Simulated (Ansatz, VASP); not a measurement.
Cu in VASP and in Ansatz

The input INCAR:

```
SYSTEM = Cu
PREC = Accurate ; ENCUT = 520
EDIFF = 1E-7 ; ISMEAR = 0
SIGMA = 0.15 ; LREAL = .False.
LASPH = .True. ; NELM = 100
ALGO = Normal ; ISIF = 2
LWAVE = .False. ; LCHARG = .False.
NBANDS = 12
```

KPOINTS

```
regular mesh
0
Gamma
  24 24 24
  0 0 0
```

POSCAR

```
Cu
1.0
   -1.3800783915      1.3800783915      1.3771802269
    1.3800783915     -1.3800783915      1.3771802269
    1.3800783915      1.3800783915     -1.3771802269
Cu
1
Direct
    0.0000000000      0.0000000000      0.0000000000
```

Input for Ansatz:

```yaml
crystal:
  lattice:
    - [-1.3800783915, 1.3800783915, 1.3771802269]
    - [1.3800783915, -1.3800783915, 1.3771802269]
    - [1.3800783915, 1.3800783915, -1.3771802269]
  atoms:
    - { symbol: Cu, position: [0.0, 0.0, 0.0] }
basis:
  ecutwfc: 520.0
kpoints:
  mp_grid: { grid: [24, 24, 24] }
hamiltonian:
  xc: lda
  pseudopotentials: { kind: paw, azcp: { folder: soft_1 } }
scf:
  occupations: { method: gaussian, width: 0.15 }
output:
  forces: true
  stress: true
  eigenvalues: true
```

Alike in both runs: task single point; functional LDA; k mesh 24 × 24 × 24; occupations gaussian, width 0.15 eV; no spin polarisation.

```csv
,VASP,Ansatz
version,VASP 6.6.1,Ansatz 0.2.0
potentials or method,"VASP PAW LDA potentials, release 64 (Cu), cutoff 520 eV","scalar-relativistic, plane waves, PAW"
valence electrons in the cell,11,19
```

Ansatz gave:

* gap on the k mesh at the Fermi level (eV): none
* pressure (GPa): 8.3

Problem. Which values does VASP return?

Solution. gap on the k mesh at the Fermi level (eV): none; pressure (GPa): 9.2.

Ansatz warns that its potentials were made for another functional, while VASP's fit it. LDA's correlation is that of Perdew and Zunger in VASP and of Perdew and Wang (1992) in Ansatz. A gap of «none» marks a metal or a gap that the smearing closes. VASP's potentials hold 11 valence electrons a cell and Ansatz's 19, so a difference there can come from the potentials and not from the codes.
